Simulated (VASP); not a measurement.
A run of VASP 6.6.1 is set up as follows.

File INCAR:

```
PREC = Accurate ; ENCUT = 520
EDIFF = 1E-6 ; ISMEAR = 0
SIGMA = 0.1 ; LREAL = F
LASPH = T ; NELM = 150
ALGO = Normal ; ISIF = 2
LWAVE = F ; LCHARG = F
ISPIN = 2 ; MAGMOM = 4 4 4 4 0 0
LORBIT = 11 ; LMAXMIX = 4
GGA = PE ; NBANDS = 44
```

File KPOINTS:

```
regular mesh
0
Gamma
  4 4 4
```

File POSCAR:

```
Fe2Bi
1.0
    0.0000000000      3.7560994014      3.7560994014
    3.7560994014      0.0000000000      3.7560994014
    3.7560994014      3.7560994014      0.0000000000
Fe Bi
4 2
Direct
    0.6250000000      0.6250000000      0.6250000000
    0.1250000000      0.6250000000      0.6250000000
    0.6250000000      0.6250000000      0.1250000000
    0.6250000000      0.1250000000      0.6250000000
    0.0000000000      0.0000000000      0.0000000000
    0.2500000000      0.2500000000      0.2500000000
```

Potentials or basis: VASP PAW PBE potentials, release 64 (Fe, Bi_d).

The run is started by

```console
$ cat potpaw_PBE.64/Fe/POTCAR potpaw_PBE.64/Bi_d/POTCAR > POTCAR
$ mpirun -np 1 vasp_std > vasp.out
```

Question: Estimate the site moments.

Answer: Fe +2.63; Bi -0.07 μB.

Question: Estimate the net moment.

Answer: 10.33 μB per cell.

Question: What does it give for the pressure?

Answer: -3.6 GPa.

Caveat: the k points lie up to 0.36 Å⁻¹ apart.
